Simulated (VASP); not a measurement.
Wanted: the native input for a VASP 6.6.1 run.

```yaml
Task: relaxation of cell and atoms
Functional: PBEsol
Potentials_or_basis: VASP PAW PBE potentials, release 64 (In_d)
Cutoff: 600 eV
k_mesh: 14 × 14 × 14
Occupations: gaussian, width 0.1 eV
Spin: no spin polarisation
Dipole_correction: no
Further_INCAR_settings: ALGO = Normal; EDIFF = 1e-06; IBRION = 2; EDIFFG = -0.01; NSW = 80; ISIF = 3
```

The structure of In lies in POSCAR:

```
In
1.0
    3.0123928667      0.0000000000      0.0000000000
    0.0000000000      3.0123928667      0.0000000000
    0.0000000000      0.0000000000      3.0123928667
In
1
Direct
    0.0000000000      0.0000000000      0.0000000000
```

One way to write it, as run:

INCAR

```
  PREC = Accurate
  ENCUT = 600
  EDIFF = 1E-6
  ISMEAR = 0
  SIGMA = 0.1
  LREAL = F
  LASPH = T
  NELM = 100
  ALGO = Normal
  ISIF = 3
  LWAVE = F
  LCHARG = F
  GGA = PS
  IBRION = 2
  NSW = 80
  EDIFFG = -0.01
```

KPOINTS

```
Automatic mesh
0
Gamma
  14 14 14
```

Potentials or basis: VASP PAW PBE potentials, release 64 (In_d).

Run with:

```bash
$ cat potpaw_PBE.64/In_d/POTCAR > POTCAR
$ mpirun -np 1 vasp_std > vasp.out
```

Results of the run:

- Pressure after relaxing: 0.0 GPa

Caveat: the relaxation stopped at its first step, so nothing moved; the PAW data sets were made with another functional, which shifts forces and pressure a little.

Run time: 7.6 s on 1 thread of Intel(R) Xeon(R) 6975P-C (Granite Rapids), with other jobs on the host, peak memory 0.16 GiB.
